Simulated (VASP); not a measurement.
# AlN (P6_3mc) in VASP: vibrations by perturbation theory with PBEsol

Aim: the vibrations by perturbation theory of AlN with PBEsol.

Program: VASP 6.6.1. These are calculated values, not measurements. Logs are shortened: lines on timing, memory, paths and dates and some standing lists are left out, and cuts for length are marked.

### Step 1. The cell of the first run

The structure is hexagonal, space group P6_3mc (No. 186). Conventional cell: a = 3.114 Å, b = 3.114 Å, c = 4.984 Å, α = 90.00°, β = 90.00°, γ = 120.00°. Al (site symmetry 3m) has 4 N at 1.89 to 1.90 Å within 2.5 Å. N (site symmetry 3m) has 4 Al at 1.89 to 1.90 Å within 2.5 Å.

### Step 2. Vibrations by perturbation theory, PBEsol

INCAR reads:

```
SYSTEM = AlN
PREC     = Accurate       ! precision mode
ENCUT    = 520            ! plane-wave cutoff, eV
EDIFF    = 1E-8           ! SCF threshold, eV
ISMEAR   = 0              ! smearing method
SIGMA    = 0.01           ! smearing width, eV
LREAL    = .FALSE.        ! projectors in reciprocal space
LASPH    = .TRUE.         ! aspherical terms in the spheres
NELM     = 100            ! most SCF steps
ALGO     = Normal         ! electronic algorithm
ISIF     = 2              ! what is computed and relaxed
LWAVE    = .FALSE.        ! write WAVECAR
LCHARG   = .TRUE.         ! write CHGCAR
GGA      = PS             ! functional
IBRION   = 8              ! ionic algorithm
NSW      = 1              ! ionic steps
LEPSILON = .TRUE.         ! dielectric tensor by DFPT
```

KPOINTS reads:

```
regular mesh
0
G
  6 6 4
  0 0 0
```

POSCAR reads:

```
AlN
1.0
    3.1137807606      0.0000000000      0.0000000000
   -1.5568903803      2.6966132405      0.0000000000
    0.0000000000      0.0000000000      4.9836450386
Al N
2 2
Direct
    0.6666666667      0.3333333333      0.4990218942
    0.3333333333      0.6666666667      0.9990218942
    0.6666666667      0.3333333333      0.8809781058
    0.3333333333      0.6666666667      0.3809781058
```

Potentials or basis: VASP PAW PBE potentials, release 64 (Al, N).

On the command line:

```console
$ cat potpaw_PBE.64/Al/POTCAR potpaw_PBE.64/N/POTCAR > POTCAR
$ mpirun -np 1 vasp_std > vasp.out
```

OUTCAR:

```text
SYSTEM = AlN
   PREC = Accurate
   ENCUT = 520
   EDIFF = 1E-8
   ISMEAR = 0
   LREAL = .FALSE.
   LASPH = .TRUE.
   NELM = 100
   ISIF = 2
   GGA = PS
   IBRION = 8
   NSW = 1
   LEPSILON = .TRUE.

 ion  position               nearest neighbor table
   1  0.667  0.333  0.499-   4 1.89   4 1.89   4 1.89   3 1.90   2 3.07   2 3.07   2 3.07   2 3.07
                             2 3.07   2 3.07
   2  0.333  0.667  0.999-   3 1.89   3 1.89   3 1.89   4 1.90   1 3.07   1 3.07   1 3.07   1 3.07
                             1 3.07   1 3.07
   3  0.667  0.333  0.881-   2 1.89   2 1.89   2 1.89   1 1.90
   4  0.333  0.667  0.381-   1 1.89   1 1.89   1 1.89   2 1.90

  LATTYP: Found a hexagonal cell.
 ALAT       =     3.1137807606
 C/A-ratio  =     1.6005125029

  Lattice vectors:

 A1 = (   3.1137807606,   0.0000000000,   0.0000000000)
 A2 = (  -1.5568903803,   2.6966132405,   0.0000000000)
 A3 = (   0.0000000000,   0.0000000000,   4.9836450386)

Analysis of symmetry for initial positions (statically):
=====================================================================
 Subroutine PRICEL returns:
 Original cell was already a primitive cell.

 Routine SETGRP: Setting up the symmetry group for a
 hexagonal supercell.

 Subroutine GETGRP returns: Found 12 space group operations
 (whereof  6 operations were pure point group operations)
 out of a pool of 24 trial point group operations.

The static configuration has the point symmetry C_3v.
 The point group associated with its full space group is C_6v.

Analysis of symmetry for dynamics (positions and initial velocities):
=====================================================================
 Subroutine PRICEL returns:
 Original cell was already a primitive cell.

 Routine SETGRP: Setting up the symmetry group for a
 hexagonal supercell.

 Subroutine GETGRP returns: Found 12 space group operations
 (whereof  6 operations were pure point group operations)
 out of a pool of 24 trial point group operations.

The dynamic configuration has the point symmetry C_3v.
 The point group associated with its full space group is C_6v.

 Subroutine INISYM returns: Found 12 space group operations
 (whereof  6 operations are pure point group operations),
 and found     1 'primitive' translations

----------------------------------------------------------------------------------------

                                     Primitive cell

  volume of cell :      41.8460

  direct lattice vectors                    reciprocal lattice vectors
     3.113780761  0.000000000  0.000000000     0.321152990  0.185417765  0.000000000
    -1.556890380  2.696613241  0.000000000     0.000000000  0.370835530  0.000000000
     0.000000000  0.000000000  4.983645039     0.000000000  0.000000000  0.200656345

  length of vectors
     3.113780761  3.113780761  4.983645039     0.370835530  0.370835530  0.200656345

  position of ions in fractional coordinates (direct lattice)
     0.666666667  0.333333333  0.499021894
     0.333333333  0.666666667  0.999021894
     0.666666667  0.333333333  0.880978106
     0.333333333  0.666666667  0.380978106
[... 504 lines left out ...]
     0.25676  0.00000 -0.00000
     0.00000  0.25676  0.00000
     0.00000  0.00000 -0.38734

[... ionic steps 4 to 9 ...]

--------------------------------------- Ionic step       10  -------------------------------------------

------------------------ aborting loop because EDIFF is reached ----------------------------------------

[... ionic steps 11 to 11 ...]

--------------------------------------- Ionic step       12  -------------------------------------------

 Free energy of the ion-electron system (eV)
  ---------------------------------------------------
  ---------------------------------------------------
  free energy    TOTEN  =        -0.25275473 eV

  energy without entropy =       -0.25275473

------------------------ aborting loop because EDIFF is reached ----------------------------------------

 INTERNAL STRAIN TENSOR  FOR ION    3  DIRECTION 3   (eV/Angst):
 -----------------------------------------------------------------------------
     5.59316  0.00000  0.00000
     0.00000  5.59316  0.00000
     0.00000 -0.00000-12.40355

 MACROSCOPIC STATIC DIELECTRIC TENSOR (including local field effects in DFT)
 ------------------------------------------------------
           4.545574    -0.000000    -0.000000
           0.000000     4.545574    -0.000000
          -0.000000    -0.000000     4.724760
 ------------------------------------------------------

 PIEZOELECTRIC TENSOR (including local field effects)  for field in x, y, z        (e  Angst)
          XX          YY          ZZ          XY          YZ          ZX
  --------------------------------------------------------------------------------
  x     0.00000     0.00000     0.00000     0.00000     0.00000     0.87077
  y     0.00000     0.00000     0.00000     0.00000     0.87077     0.00000
  z     0.67062     0.67062    -1.01167     0.00000    -0.00000     0.00000

 PIEZOELECTRIC TENSOR (including local field effects)  for field in x, y, z        (C/m^2)
          XX          YY          ZZ          XY          YZ          ZX
  --------------------------------------------------------------------------------
  x     0.00000     0.00000     0.00000     0.00000     0.00000     0.33340
  y     0.00000     0.00000     0.00000     0.00000     0.33340     0.00000
  z     0.25676     0.25676    -0.38734     0.00000    -0.00000     0.00000

 BORN EFFECTIVE CHARGES (including local field effects) (in |e|, cummulative output)
 ---------------------------------------------------------------------------------
 ion    1
    1     2.51795     0.00000    -0.00000
    2     0.00000     2.51795     0.00000
    3     0.00000    -0.00000     2.67507
 ion    2
    1     2.51795     0.00000     0.00000
    2     0.00000     2.51795     0.00000
    3     0.00000    -0.00000     2.67507
 ion    3
    1    -2.51795     0.00000     0.00000
    2     0.00000    -2.51795     0.00000
    3     0.00000     0.00000    -2.67507
 ion    4
    1    -2.51795    -0.00000     0.00000
    2     0.00000    -2.51795    -0.00000
    3    -0.00000     0.00000    -2.67507

 INTERNAL STRAIN TENSOR FOR ION    4 for displacements in x,y,z  (eV/Angst):
          X           Y           Z          XY          YZ          ZX
  --------------------------------------------------------------------------------
  x     0.00000     0.00000     0.00000   -10.60265     0.00000     5.29618
  y   -10.60265    10.60265     0.00000     0.00000     5.40696    -0.00000
  z     5.59316     5.59316   -12.40355     0.00000     0.00000     0.00000

 SECOND DERIVATIVES (NOT SYMMETRIZED)
 ------------------------------------
               1X          1Y          1Z          2X          2Y          2Z          3X          3Y          3Z          4X          4Y          4Z
  1X   -15.678601    0.000000   -0.000000    0.665940    0.000000   -0.000000    1.438058    0.000000    0.000000   13.574603   -0.000000    0.000000
  1Y     0.000000  -15.678601    0.000000   -0.000000    0.665940    0.000000    0.000000    1.438058    0.000000    0.000000   13.574603    0.000000
  1Z     0.000000    0.000000  -20.900106    0.000000    0.000000    8.339690    0.000000   -0.000000    6.416724    0.000000    0.000000    6.143691
  2X     0.665940   -0.000000    0.000000  -15.678601    0.000000    0.000000   13.574603   -0.000000    0.000000    1.438058    0.000000    0.000000
  2Y     0.000000    0.665940   -0.000000    0.000000  -15.678601   -0.000000    0.000000   13.574603   -0.000000    0.000000    1.438058    0.000000
  2Z    -0.000000   -0.000000    8.339690    0.000000    0.000000  -20.900106    0.000000   -0.000000    6.143691    0.000000    0.000000    6.416724
  3X     1.437809    0.000000   -0.000000   13.573572   -0.000000    0.000000  -15.727822    0.000000   -0.000000    0.716442   -0.000000    0.000000
  3Y    -0.000000    1.437809    0.000000    0.000000   13.573572    0.000000   -0.000000  -15.727822    0.000000   -0.000000    0.716442    0.000000
  3Z     0.000000    0.000000    6.377977   -0.000000    0.000000    6.178346    0.000000   -0.000000  -19.487609    0.000000    0.000000    6.931287
  4X    13.573572   -0.000000    0.000000    1.437809    0.000000    0.000000    0.716442   -0.000000   -0.000000  -15.727822    0.000000    0.000000
  4Y    -0.000000   13.573572    0.000000   -0.000000    1.437809   -0.000000    0.000000    0.716442   -0.000000    0.000000  -15.727822    0.000000
  4Z     0.000000   -0.000000    6.178346    0.000000    0.000000    6.377977   -0.000000   -0.000000    6.931287    0.000000    0.000000  -19.487609

 Eigenvectors and eigenvalues of the dynamical matrix
 ----------------------------------------------------

   1 f  =   21.475818 THz   134.936542 2PiTHz  716.356171 cm-1    88.816806 meV
             X         Y         Z           dx          dy          dz
      1.556890  0.898871  2.486948     0.000000    0.000000    0.010701
     -0.000000  1.797742  4.978771     0.000000    0.000000   -0.010701
      1.556890  0.898871  4.390482    -0.000000   -0.000000   -0.707026
     -0.000000  1.797742  1.898660    -0.000000   -0.000000    0.707026
[... 71 lines left out ...]
  12 f/i=    0.001410 THz     0.008860 2PiTHz    0.047036 cm-1     0.005832 meV
             X         Y         Z           dx          dy          dz
      1.556890  0.898871  2.486948     0.000000   -0.000000    0.573711
     -0.000000  1.797742  4.978771     0.000000   -0.000000    0.573711
      1.556890  0.898871  4.390482     0.000000   -0.000000    0.413347
     -0.000000  1.797742  1.898660     0.000000   -0.000000    0.413347

--------------------------------------------------------------------------------------------------------

 MACROSCOPIC STATIC DIELECTRIC TENSOR IONIC CONTRIBUTION
 ------------------------------------------------------
           3.652547    -0.000000    -0.000000
          -0.000000     3.652547     0.000000
          -0.000000     0.000000     4.928097
 ------------------------------------------------------

 ELASTIC MODULI CONTR FROM IONIC RELAXATION (kBar)
 Direction    XX          YY          ZZ          XY          YZ          ZX
 --------------------------------------------------------------------------------
 XX        -721.3640    338.9262    424.0369     -0.0000      0.0000      0.0000
 YY         338.9262   -721.3640    424.0369      0.0000     -0.0000     -0.0000
 ZZ         424.0369    424.0369   -940.3216      0.0000      0.0000     -0.0000
 XY          -0.0000      0.0000      0.0000   -530.1451      0.0000     -0.0000
 YZ          -0.0000      0.0000      0.0000      0.0000   -135.9999      0.0000
 ZX           0.0000     -0.0000     -0.0000     -0.0000      0.0000   -141.1554
 --------------------------------------------------------------------------------

 PIEZOELECTRIC TENSOR IONIC CONTR  for field in x, y, z        (C/m^2)
          XX          YY          ZZ          XY          YZ          ZX
  --------------------------------------------------------------------------------
  x     0.00000    -0.00000    -0.00000    -0.00000     0.00000    -0.67565
  y     0.00000     0.00000     0.00000     0.00000    -0.66319     0.00000
  z    -0.91343    -0.91343     2.02558    -0.00000    -0.00000     0.00000
```

Wall time 5.1 min (1 thread of Intel Xeon 8259CL, shared host); peak memory 0.25 GiB.

What came out:

- Electronic dielectric tensor (diagonal): 4.55, 4.55, 4.72
- Born charges (mean of the diagonal): Al +2.57; N -2.57 e
- Highest phonon frequency at Γ, LO-TO splitting left out: 716 cm⁻¹

Phonon frequencies in cm⁻¹ (negative: imaginary):
| q point | frequencies |
| --- | --- |
| (0.000, 0.000, 0.000) | 0 0 0 236 236 543 609 655 655 665 665 716 |

Electronic dielectric tensor:
```
4.55 0.00 0.00
0.00 4.55 0.00
0.00 0.00 4.72
```

Born effective charge tensors (e):
atom 1, Al
```
2.52 0.00 0.00
0.00 2.52 0.00
0.00 0.00 2.68
```
atom 2, Al
```
2.52 0.00 0.00
0.00 2.52 0.00
0.00 0.00 2.68
```
atom 3, N
```
-2.52  0.00  0.00
 0.00 -2.52  0.00
 0.00  0.00 -2.68
```
atom 4, N
```
-2.52  0.00  0.00
 0.00 -2.52  0.00
 0.00  0.00 -2.68
```

Caveat: the k points lie up to 0.39 Å⁻¹ apart.
